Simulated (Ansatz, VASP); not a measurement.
# GaN: VASP beside Ansatz

INCAR

```
PREC = Accurate
ENCUT = 910
EDIFF = 1E-6
ISMEAR = 0
SIGMA = 0.01
LREAL = F
LASPH = T
NELM = 120
ALGO = Normal
ISIF = 2
LWAVE = F
LCHARG = F
GGA = CA
NBANDS = 16
GGA_COMPAT = F
```

KPOINTS

```
regular mesh
0
Gamma
  6 6 6
```

POSCAR

```
GaN
1.0
    0.0000000000      2.2489525415      2.2489525415
    2.2489525415      0.0000000000      2.2489525415
    2.2489525415      2.2489525415      0.0000000000
Ga N
1 1
Direct
    0.0000000000      0.0000000000      0.0000000000
    0.2500000000      0.2500000000      0.2500000000
```

Input for Ansatz:

```yaml
crystal:
  lattice:
    - [0.0, 2.2489525415, 2.2489525415]
    - [2.2489525415, 0.0, 2.2489525415]
    - [2.2489525415, 2.2489525415, 0.0]
  atoms:
    - { symbol: Ga, position: [0.0, 0.0, 0.0] }
    - { symbol: "N", position: [0.25, 0.25, 0.25] }
kpoints:
  mp_grid: { grid: [6, 6, 6] }
hamiltonian:
  xc: lda
scf:
  occupations: { method: fixed }
  n_extra_bands: 4
output:
  forces: true
  stress: true
  eigenvalues: true
```

Alike in both runs: task single point; functional LDA; k mesh 6 × 6 × 6; no spin polarisation.

|  | VASP | Ansatz |
| --- | --- | --- |
| version | VASP 6.6.1 | Ansatz 0.2.0 |
| potentials or method | VASP PAW LDA potentials, release 64 (Ga_d, N_h) | plane waves |
| plane-wave cutoff (eV) | 910 | 420 |
| occupations | gaussian, width 0.01 eV | fixed |
| valence electrons in the cell | 18 | 18 |

Ansatz gave:

| Property | Result |
| --- | --- |
| gap on the k mesh at the Fermi level (eV) | 1.77 |

Which values does VASP return?

gap on the k mesh at the Fermi level (eV): 1.79.

LDA's correlation is that of Perdew and Zunger in VASP and of Perdew and Wang (1992) in Ansatz.

Noted on VASP's run: the cutoff is short for stress, so the pressure is rough.
